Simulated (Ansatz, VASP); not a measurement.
# ZnO in VASP and in Ansatz

Contents of INCAR:

```
SYSTEM = ZnO
ALGO = Normal
EDIFF = 1E-7
ENCUT = 520
GGA = PS
ISIF = 2
ISMEAR = 0
LASPH = .TRUE.
LCHARG = .TRUE.
LELF = .TRUE.
LREAL = .FALSE.
LVHAR = .TRUE.
LWAVE = .FALSE.
NBANDS = 26
NELM = 100
PREC = Accurate
SIGMA = 0.1
```

The input KPOINTS:

```
k-points
0
G
  6 6 4
  0 0 0
```

File POSCAR:

```
ZnO
1.0
    3.2879671587      0.0000000000      0.0000000000
   -1.6439835793      2.8474630862      0.0000000000
    0.0000000000      0.0000000000      7.1304413500
Zn O
2 2
Direct
    0.0000000000      0.0000000000      0.7500000000
    0.0000000000      0.0000000000      0.2500000000
    0.3333333300      0.6666666700      0.2500000000
    0.6666666700      0.3333333300      0.7500000000
```

Input for Ansatz:

```yaml
crystal:
  lattice:
    - [3.2879671587, 0.0, 0.0]
    - [-1.6439835793, 2.8474630862, 0.0]
    - [0.0, 0.0, 7.13044135]
  atoms:
    - { symbol: Zn, position: [0.0, 0.0, 0.75] }
    - { symbol: Zn, position: [0.0, 0.0, 0.25] }
    - { symbol: O, position: [0.33333333, 0.66666667, 0.25] }
    - { symbol: O, position: [0.66666667, 0.33333333, 0.75] }
basis:
  ecutwfc: 420
kpoints:
  mp_grid: { grid: [6, 6, 4] }
hamiltonian:
  xc: pbesol
scf:
  occupations: { method: gaussian, width: 0.1 }
output:
  forces: true
  stress: true
  eigenvalues: true
```

Alike in both runs: task single point; functional PBEsol; k mesh 6 × 6 × 4; occupations gaussian, width 0.1 eV; no spin polarisation.

|  | VASP | Ansatz |
| --- | --- | --- |
| version | VASP 6.6.1 | Ansatz 0.2.0 |
| potentials or method | VASP PAW PBE potentials, release 64 (Zn, O), cutoff 520 eV | scalar-relativistic, plane waves, PAW |
| valence electrons in the cell | 36 | 36 |

VASP gave:

| Property | Result |
| --- | --- |
| gap on the k mesh at the Fermi level (eV) | 0.75 |
| least direct gap on the mesh (eV) | 0.75 |
| pressure (GPa) | -3.8 |
| traceless stress, the component that is largest in VASP (GPa) | 2.97 |

Task: What did Ansatz give for the same quantities?

Result: gap on the k mesh at the Fermi level (eV): 0.75; least direct gap on the mesh (eV): 0.75; pressure (GPa): -4.5; traceless stress, the component that is largest in VASP (GPa): 3.71.

VASP's potentials were made for PBE, not for PBEsol.
